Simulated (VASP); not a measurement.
Write the native input for VASP 6.6.1 that does the following.

```
Task                   : single point
Functional             : r2SCAN
Potentials or basis    : VASP PAW PBE potentials, release 64 (Pd, Pt, S)
Cutoff                 : 520 eV
k mesh                 : 6 × 6 × 6
Occupations            : gaussian, width 0.02 eV
Spin                   : no spin polarisation
Dipole correction      : no
Further INCAR settings : ALGO = Normal; EDIFF = 1e-06; NBANDS = 43
```

Crystal: Pd2PtS6.

```
Pd Pt S
1.0
     6.17050    0.00000    0.00000
    -3.08525    5.34381    0.00000
     0.00000    0.00000    6.27309
Pd Pt S
2 1 6
Direct
  0.66667 0.33333 0.00000
  0.33333 0.66667 0.00000
  0.00000 0.00000 0.00000
  0.66688 0.66688 0.19700
  0.33312 0.00000 0.19700
  0.00000 0.33312 0.19700
  0.00000 0.66688 0.80300
  0.66688 0.00000 0.80300
  0.33312 0.33312 0.80300
```

These files were run (other wordings do the same):

POSCAR

```
Pd2PtS6
1.0
    6.1705039395      0.0000000289      0.0000000000
   -3.0852519948      5.3438131513      0.0000000000
    0.0000000000      0.0000000000      6.2730940000
Pd Pt S
2 1 6
Direct
    0.6666666667      0.3333333333      0.0000000000
    0.3333333333      0.6666666667      0.0000000000
    0.0000000000      0.0000000000      0.0000000000
    0.6668830000      0.6668830000      0.1969960000
    0.3331170000      0.0000000000      0.1969960000
    0.0000000000      0.3331170000      0.1969960000
    0.0000000000      0.6668830000      0.8030040000
    0.6668830000      0.0000000000      0.8030040000
    0.3331170000      0.3331170000      0.8030040000
```

INCAR.step1

```
ALGO = Normal
EDIFF = 1E-4
ENCUT = 520
GGA = PE
ISMEAR = 0
LASPH = T
LCHARG = F
LREAL = F
LWAVE = T
NBANDS = 43
NELM = 80
PREC = Accurate
SIGMA = 0.02
```

INCAR.step2

```
ALGO = Normal
EDIFF = 1E-6
ENCUT = 520
ISIF = 2
ISMEAR = 0
ISTART = 1
LASPH = T
LCHARG = F
LMIXTAU = T
LREAL = F
LWAVE = F
METAGGA = R2SCAN
NBANDS = 43
NELM = 80
PREC = Accurate
SIGMA = 0.02
```

KPOINTS

```
k-points
0
Gamma
  6 6 6
```

Potentials or basis: VASP PAW PBE potentials, release 64 (Pd, Pt, S).

Run with:

```bash
$ cat potpaw_PBE.64/Pd/POTCAR potpaw_PBE.64/Pt/POTCAR potpaw_PBE.64/S/POTCAR > POTCAR
$ cp INCAR.step1 INCAR
$ mpirun -np 1 vasp_std > vasp.out
$ cp INCAR.step2 INCAR
$ mpirun -np 1 vasp_std > vasp.out
```

Results of the run:

```
Pressure               : -1.9 GPa
Largest force          : 0.072 eV/Å
Band gap on the k mesh : 1.15 eV (least direct gap 1.30 eV)
```

Caveat: the PAW data sets were made with another functional, which shifts forces and pressure a little; spin-orbit coupling is left out, which moves the levels of the heavy elements.

It took 11 min on 1 thread of Intel(R) Xeon(R) Platinum 8488C (Sapphire Rapids) (shared host), peak memory 0.54 GiB.
